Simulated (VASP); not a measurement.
# Be4Se3S (P1) in VASP: single point with PBE0

Aim: the single point of Be4Se3S with PBE0.

Program: VASP 6.6.1. These are calculated values, not measurements. Logs are shortened: lines on timing, memory, paths and dates and some standing lists are left out, and cuts for length are marked.

### 1 The cell of the first run

The typed cell holds 8 atoms: a = 3.421 Å, b = 4.838 Å, c = 7.382 Å, α = 90.00°, β = 90.00°, γ = 90.00°.

### 2 Single point, PBE0

File POSCAR:

```
Be4Se3S
1.0
    2.4189980000     -2.4189980000      0.0000000000
    0.0000000000      0.0000000000      4.8379970000
   -5.2197040000     -5.2197040000      0.0000000000
Be Se S
4 3 1
Direct
    0.9749730000      0.9931980000      0.9984800000
    0.0573960000      0.0032880000      0.4812360000
    0.4363760000      0.4976490000      0.7562650000
    0.4988460000      0.4632630000      0.2516650000
    0.9859710000      0.2622630000      0.7339270000
    0.9461560000      0.2534470000      0.2252950000
    0.5043580000      0.7092140000      0.4670800000
    0.5297180000      0.7562020000      0.9940370000
```

File INCAR.step1:

```
SYSTEM = Be4Se3S
PREC = Accurate
ENCUT = 520
EDIFF = 1E-5
ISMEAR = -1
SIGMA = 0.05
LREAL = .FALSE.
LASPH = .TRUE.
NELM = 100
ALGO = Normal
ISIF = 2
LWAVE = .TRUE.
LCHARG = .FALSE.
NBANDS = 26
GGA = PE
```

File INCAR.step2:

```
SYSTEM = Be4Se3S
PREC = Accurate
ENCUT = 520
EDIFF = 1E-6
ISMEAR = -1
SIGMA = 0.05
LREAL = .FALSE.
LASPH = .TRUE.
NELM = 100
ALGO = Normal
ISIF = 2
LWAVE = .FALSE.
LCHARG = .FALSE.
GGA = PE
LHFCALC = .TRUE.
AEXX = 0.25
PRECFOCK = Fast
NBANDS = 26
ISTART = 1
```

File KPOINTS:

```
Automatic mesh
0
G
  4 3 2
  0 0 0
```

Potentials or basis: VASP PAW PBE potentials, release 64 (Be, Se, S).

Launch:

```bash
$ cat potpaw_PBE.64/Be/POTCAR potpaw_PBE.64/Se/POTCAR potpaw_PBE.64/S/POTCAR > POTCAR
$ cp INCAR.step1 INCAR
$ mpirun -np 1 vasp_std > vasp.out
$ cp INCAR.step2 INCAR
$ mpirun -np 1 vasp_std > vasp.out
```

OUTCAR:

```text
SYSTEM = Be4Se3S
   PREC = Accurate
   ENCUT = 520
   EDIFF = 1E-6
   ISMEAR = -1
   LREAL = .FALSE.
   LASPH = .TRUE.
   NELM = 100
   ISIF = 2
   GGA = PE
   LHFCALC = .TRUE.
   AEXX = 0.25
   PRECFOCK = Fast
   ISTART = 1

 ion  position               nearest neighbor table
   1  0.975  0.993  0.998-   8 1.91   6 2.10   8 2.22   5 2.35
   2  0.057  0.003  0.481-   7 2.09   5 2.26   6 2.28   7 2.37
   3  0.436  0.498  0.756-   5 1.92   8 2.18   5 2.20   7 2.38
   4  0.499  0.463  0.252-   6 1.85   7 1.99   6 2.15   8 2.37
   5  0.986  0.262  0.734-   3 1.92   3 2.20   2 2.26   1 2.35
   6  0.946  0.253  0.225-   4 1.85   1 2.10   4 2.15   2 2.28
   7  0.504  0.709  0.467-   4 1.99   2 2.09   2 2.37   3 2.38
   8  0.530  0.756  0.994-   1 1.91   3 2.18   1 2.22   4 2.37

  LATTYP: Found a simple orthorhombic cell.
 ALAT       =     3.4209797790
 B/A-ratio  =     1.4142138547
 C/A-ratio  =     2.1577959138

  Lattice vectors:

 A1 = (   2.4189980000,  -2.4189980000,   0.0000000000)
 A2 = (   0.0000000000,   0.0000000000,   4.8379970000)
 A3 = (  -5.2197040000,  -5.2197040000,   0.0000000000)

Analysis of symmetry for initial positions (statically):
=====================================================================
 Subroutine PRICEL returns:
 Original cell was already a primitive cell.

 Routine SETGRP: Setting up the symmetry group for a
 simple orthorhombic supercell.

 Subroutine GETGRP returns: Found  1 space group operations
 (whereof  1 operations were pure point group operations)
 out of a pool of  8 trial point group operations.

The static configuration has the point symmetry C_1 .

Analysis of symmetry for dynamics (positions and initial velocities):
=====================================================================
 Subroutine PRICEL returns:
 Original cell was already a primitive cell.

 Routine SETGRP: Setting up the symmetry group for a
 simple orthorhombic supercell.

 Subroutine GETGRP returns: Found  1 space group operations
 (whereof  1 operations were pure point group operations)
 out of a pool of  8 trial point group operations.

The dynamic configuration has the point symmetry C_1 .

 Subroutine INISYM returns: Found  1 space group operations
 (whereof  1 operations are pure point group operations),
 and found     1 'primitive' translations

----------------------------------------------------------------------------------------

                                     Primitive cell

  volume of cell :     122.1735

  direct lattice vectors                    reciprocal lattice vectors
     2.418998000 -2.418998000  0.000000000     0.206697153 -0.206697153  0.000000000
     0.000000000  0.000000000  4.837997000     0.000000000  0.000000000  0.206697110
    -5.219704000 -5.219704000  0.000000000    -0.095790872 -0.095790872  0.000000000

  length of vectors
     3.420979779  4.837997000  7.381776188     0.292313917  0.206697110  0.135468751

  position of ions in fractional coordinates (direct lattice)
     0.974973000  0.993198000  0.998480000
     0.057396000  0.003288000  0.481236000
     0.436376000  0.497649000  0.756265000
     0.498846000  0.463263000  0.251665000
     0.985971000  0.262263000  0.733927000
     0.946156000  0.253447000  0.225295000
     0.504358000  0.709214000  0.467080000
     0.529718000  0.756202000  0.994037000

  ion indices of the primitive-cell ions
   primitive index   ion index
                 1           1
                 2           2
                 3           3
                 4           4
                 5           5
                 6           6
                 7           7
                 8           8

----------------------------------------------------------------------------------------

 KPOINTS: Automatic mesh

Automatic generation of k-mesh.
 Grid dimensions read from file:
 generate k-points for:    4    3    2

 Generating k-lattice:

  Cartesian coordinates                     Fractional coordinates (reciprocal lattice)
     0.051674288 -0.051674288  0.000000000     0.250000000  0.000000000  0.000000000
     0.000000000  0.000000000  0.068899037     0.000000000  0.333333333  0.000000000
    -0.047895436 -0.047895436  0.000000000     0.000000000  0.000000000  0.500000000

  Length of vectors
     0.073078479  0.068899037  0.067734375

  Shift w.r.t. Gamma in fractional coordinates (k-lattice)
     0.000000000  0.000000000  0.000000000

 Subroutine IBZKPT returns following result:
 ===========================================

 Found     14 irreducible k-points:

 Following reciprocal coordinates:
            Coordinates               Weight
  0.000000  0.000000  0.000000      1.000000
  0.250000  0.000000  0.000000      2.000000
  0.500000  0.000000  0.000000      1.000000
  0.000000  0.333333  0.000000      2.000000
  0.250000  0.333333  0.000000      2.000000
  0.250000 -0.333333  0.000000      2.000000
  0.500000  0.333333  0.000000      2.000000
  0.000000  0.000000  0.500000      1.000000
  0.250000  0.000000  0.500000      2.000000
  0.500000  0.000000  0.500000      1.000000
  0.000000  0.333333  0.500000      2.000000
  0.250000  0.333333  0.500000      2.000000
  0.250000 -0.333333  0.500000      2.000000
  0.500000  0.333333  0.500000      2.000000
   k-points           NKPTS =     14   k-points in BZ     NKDIM =     24   number of bands    NBANDS=     26
   number of dos      NEDOS =    301   number of ions     NIONS =      8
   total plane-waves  NPLWV =  56448
   dimension x,y,z NGX =    28 NGY =   36 NGZ =   56
   dimension x,y,z NGXF=    56 NGYF=   72 NGZF=  112
   ions per type =               4   3   1
   NGX,Y,Z   is equivalent  to a cutoff of  13.61, 12.37, 12.61 a.u.
   NGXF,Y,Z  is equivalent  to a cutoff of  27.21, 24.74, 25.22 a.u.
 SYSTEM =  Be4Se3S
   PREC   = accura    normal or accurate (medium, high low for compatibility)
   ISTART =      1    job   : 0-new  1-cont  2-samecut
   ICHARG =      0    charge: 1-file 2-atom 10-const
   ISPIN  =      1    spin polarized calculation?
   LNONCOLLINEAR =      F non collinear calculations
   LSORBIT =      F    spin-orbit coupling
   LASPH  =      T    aspherical Exc in radial PAW
   ENCUT  =  520.0 eV  38.22 Ry    6.18 a.u.   6.36  9.00 13.73*2*pi/ulx,y,z
   NELM   =    100;   NELMIN=  2; NELMDL=  0     # of ELM steps
   EDIFF  = 0.1E-05   stopping-criterion for ELM
   LREAL  =      F    real-space projection
   EDIFFG = 0.1E-04   stopping-criterion for IOM
   NSW    =      0    number of steps for IOM
   IBRION =     -1    ionic relax: 0-MD 1-quasi-New 2-CG
   NFREE  =      0    steps in history (QN), initial steepest desc. (CG)
   ISIF   =      2    stress and relaxation
   ISYM   =      3    0-nonsym 1-usesym 2-fastsym
   POTIM  = 0.5000    time-step for ionic-motion
   TEBEG  =    0.0;   TEEND  =   0.0 temperature during run
   PSTRESS=    0.0 pullay stress
   NELECT =      32.0000    total number of electrons
   NUPDOWN=      -1.0000    fix difference up-down
   EMIN   =  10.00;   EMAX   =-10.00  energy-range for DOS
   EFERMI =   0.00;   METHOD = LEGACY
   ISMEAR =    -1;   SIGMA  =   0.05  broadening in eV -4-tet -1-fermi 0-gaus
   EFERMI_NEDOS =   21; number of points for ismear=-14 and -15
   IALGO  =     38    algorithm
   IMIX   =      1    mixing-type and parameters
     AMIX     =   0.40;   BMIX     =  1.00
     AMIX_MAG =   1.60;   BMIX_MAG =  1.00
  volume/ion in A,a.u.               =      15.27       103.06
  Fermi-wavevector in a.u.,A,eV,Ry     =   1.047448  1.979390 14.927597  1.097147
  Thomas-Fermi vector in A             =   2.182329
   LORBIT       =      0    0 simple, 1 ext, 2 COOP (PROOUT), +10 PAW based schemes
   GGA     = PE    functional components
   LHFCALC =     T    Hartree Fock is set to
   PRECFOCK=fast      Normal, Fast or Accurate (Low or Medium for compatibility)
   ENCUT4O =  -1.0   cutoff for four orbital integrals eV
   NKREDX  =     1    reduce k-point grid by
   NKREDY  =     1    reduce k-point grid by
   NKREDZ  =     1    reduce k-point grid by
   AEXX    =    0.2500 exact exchange contribution
   HFSCREEN=    0.0000 screening length (either q_TF or 0.3 A-1)
   HFSCREENC=   0.0000 screening length for correlation (either q_TF or 0.3 A-1)
   ENCUTFOCK=  -1.0 apply spherical cutoff to Coloumb kernel
   IVDW    =     0    specifies the selected vdW correction
   LEPSILON=     F    determine dielectric tensor
   LRPA    =     F    only Hartree local field effects (RPA)
 non-spin polarized calculation
  energy-cutoff  :      520.00
  volume of cell :      122.17
 maximum number of plane-waves:      3316
 NGX is ok and might be reduce to    28
  NGX = 14; NGY = 20; NGZ = 30

 number of electron      31.9999999 magnetization

 Free energy of the ion-electron system (eV)
  ---------------------------------------------------
  ext. energy  EPLUGINS =         0.00000000
  ---------------------------------------------------
  free energy    TOTEN  =       -41.66142312 eV

  energy without entropy =      -41.66142312  energy(sigma->0) =      -41.66142312

 E-fermi :   4.7614     XC(G=0):  -7.7225

 val. band max:        3.6379756975   @ k =   0.0000   0.0000   0.0000
 cond. band min:       6.9766810537   @ k =   0.5000   0.0000   0.0000
 fundamental gap:      3.3387053562
 Fermi energy:         4.7613894028

 k-point     1 :       0.0000    0.0000    0.0000
  band No.  band energies     occupation
      1     -12.5805      2.00000
      2     -11.1703      2.00000
      3     -10.7364      2.00000
      4      -9.9521      2.00000
      5      -2.7261      2.00000
      6      -1.9513      2.00000
[... 18 lines left out ...]
     25      13.0725      0.00000
     26      13.3591      0.00000

 k-point     2 :       0.2500    0.0000    0.0000
  band No.  band energies     occupation
      1     -12.0549      2.00000
      2     -10.7969      2.00000
      3     -10.3741      2.00000
      4      -9.9074      2.00000
      5      -2.3548      2.00000
      6      -1.9545      2.00000
[... 18 lines left out ...]
     25      12.6449      0.00000
[... 318 lines left out ...]
     25      12.4817      0.00000
     26      12.7691      0.00000

 k-point    14 :       0.5000    0.3333    0.5000
  band No.  band energies     occupation
      1     -10.9169      2.00000
      2     -10.3412      2.00000
      3     -10.2004      2.00000
      4     -10.0173      2.00000
      5      -3.4749      2.00000
      6      -2.9986      2.00000
[... 18 lines left out ...]
     25      13.0055      0.00000
     26      13.3309      0.00000

------------------------ aborting loop because EDIFF is reached ----------------------------------------

  FORCE on cell =-STRESS in cart. coord.  units (eV):
  Direction    XX          YY          ZZ          XY          YZ          ZX
  --------------------------------------------------------------------------------------
  -------------------------------------------------------------------------------------
  Total        8.9706285      8.1219258     10.0179904     -7.5740246     -1.5403932     -2.2107705
  in kB      117.6403957    106.5105494    131.3754507    -99.3253996    -20.2006431    -28.9919389
  external PRESSURE =     118.5087986 kB  Pullay stress =       0.0000000 kB

 VOLUME and BASIS-vectors are now :
 -----------------------------------------------------------------------------
  energy-cutoff  :      520.00
  volume of cell :      122.17
      direct lattice vectors                 reciprocal lattice vectors
     2.418998000 -2.418998000  0.000000000     0.206697153 -0.206697153  0.000000000
     0.000000000  0.000000000  4.837997000     0.000000000  0.000000000  0.206697110
    -5.219704000 -5.219704000  0.000000000    -0.095790872 -0.095790872  0.000000000

 POSITION                                       TOTAL-FORCE (eV/Angst)
 -----------------------------------------------------------------------------------
     -2.85331     -7.57023      4.80509         1.977260     -0.453696      0.018652
     -2.37307     -2.65075      0.01591        -0.870612      1.111932     -0.229784
     -2.89189     -5.00307      2.40762         1.998085     -2.035474      2.145449
     -0.10691     -2.52032      2.24127        -1.351385      3.663281      2.432712
     -1.44582     -6.21594      1.26883        -1.698660      1.301691     -2.485330
      1.11278     -3.46472      1.22618         2.710191     -3.280452     -2.704110
     -1.21798     -3.65806      3.43118        -1.278329     -2.306381      2.129601
     -3.90719     -6.46997      3.65850        -1.486551      1.999100     -1.307191
 -----------------------------------------------------------------------------------
    total drift:                               -0.000141      0.000096      0.000028

  FREE ENERGIE OF THE ION-ELECTRON SYSTEM (eV)
  ---------------------------------------------------
  free  energy   TOTEN  =       -41.6614231208 eV

  energy  without entropy=      -41.6614231208  energy(sigma->0) =      -41.66142312
```

Wall time 17 min (1 thread of Intel Xeon 8259CL, shared host); peak memory 0.27 GiB.

Results:

```
Free energy            : -41.6614 eV
Pressure               : 11.9 GPa
Largest force          : 5.042 eV/Å
Band gap on the k mesh : 3.34 eV (least direct gap 3.42 eV)
```

Forces in eV/Å, atoms in the order of the input:
```
Be   1.977 -0.454  0.019
Be  -0.871  1.112 -0.230
Be   1.998 -2.035  2.145
Be  -1.351  3.663  2.433
Se  -1.699  1.302 -2.485
Se   2.710 -3.280 -2.704
Se  -1.278 -2.306  2.130
S   -1.487  1.999 -1.307
```

Levels at points of the mesh, in eV from the valence-band top:
| k point | band 13 | band 14 | band 15 | band 16 | band 17 | band 18 | band 19 | band 20 |
| --- | --- | --- | --- | --- | --- | --- | --- | --- |
| (0.00, 0.00, 0.00) | -1.81 | -0.72 | -0.23 | 0.00 | 3.42 | 5.31 | 5.75 | 5.96 |
| (0.50, 0.00, 0.00) | -3.15 | -3.11 | -2.06 | -1.78 | 3.34 | 4.11 | 5.41 | 5.74 |
| (0.00, 0.00, 0.50) | -1.91 | -1.68 | -1.11 | -0.21 | 4.91 | 5.01 | 6.58 | 6.97 |
| (0.50, 0.00, 0.50) | -3.28 | -3.11 | -2.80 | -2.40 | 4.33 | 5.28 | 5.56 | 5.73 |

Caveat: the k points lie up to 0.46 Å⁻¹ apart; the PAW data sets were made with another functional, which shifts forces and pressure a little. A k mesh can miss the band edges.
